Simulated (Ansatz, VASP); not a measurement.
**AlIr in VASP and in Ansatz**

```xyz
2
Lattice="2.9697 0.0000 0.0000 0.0000 2.9697 0.0000 0.0000 0.0000 2.9697" Properties=species:S:1:pos:R:3 pbc="T T T"
Al    0.0000    0.0000    0.0000
Ir    1.4849    1.4849    1.4849
```

Alike in both runs: functional LDA; k mesh 14 × 14 × 14; occupations fermi-dirac, width 0.1 eV; no spin polarisation.

Ansatz relaxed the structure, and its values are those at the end. VASP's run is a single point on that final structure, the one shown.

|  | VASP | Ansatz |
| --- | --- | --- |
| version | VASP 6.6.1 | Ansatz 0.2.0 |
| potentials or method | VASP PAW LDA potentials, release 64 (Al, Ir_sv_GW) | PAW with Ansatz's default frozen-core files, scalar-relativistic |
| plane-wave cutoff (eV) | 560 | 420 |
| valence electrons in the cell | 20 | 20 |

|  | VASP | Ansatz | Ansatz less VASP |
| --- | --- | --- | --- |
| pressure (GPa) | -0.1 | 0.0 | +0.12 |

LDA's correlation is that of Perdew and Zunger in VASP and of Perdew and Wang (1992) in Ansatz.

Neither program's run includes spin-orbit coupling.
